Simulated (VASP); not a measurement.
A run of VASP 6.6.1 is set up as follows.

File INCAR:

```
PREC = Accurate
ENCUT = 520
EDIFF = 1E-6
ISMEAR = 0
SIGMA = 0.05
LREAL = F
LASPH = T
NELM = 80
ALGO = Normal
ISIF = 2
LWAVE = F
LCHARG = F
GGA = PE
NBANDS = 16
```

File KPOINTS:

```
Automatic mesh
0
Gamma
  10 10 10
```

The input POSCAR:

```
AgCl
1.0
    0.0000000000      2.9275234734      2.4883949524
    2.9275234734      0.0000000000      2.4883949524
    2.9275234734      2.9275234734      0.0000000000
Ag Cl
1 1
Direct
    0.5000000000      0.5000000000      0.5000000000
    0.0000000000      0.0000000000      0.0000000000
```

Potentials or basis: VASP PAW PBE potentials, release 64 (Ag, Cl).

Launch:

```console
$ cat potpaw_PBE.64/Ag/POTCAR potpaw_PBE.64/Cl/POTCAR > POTCAR
$ mpirun -np 1 vasp_std > vasp.out
```

(1) Estimate the pressure.

(2) Estimate the band gap on the k mesh.

Answers

(1) 4.1 GPa.

(2) 0.74 eV (least direct gap 3.31 eV).

Caveat: the stress differs along the axes, from 2 to 8 GPa; semilocal functionals underestimate gaps, and a narrow one can read as zero.
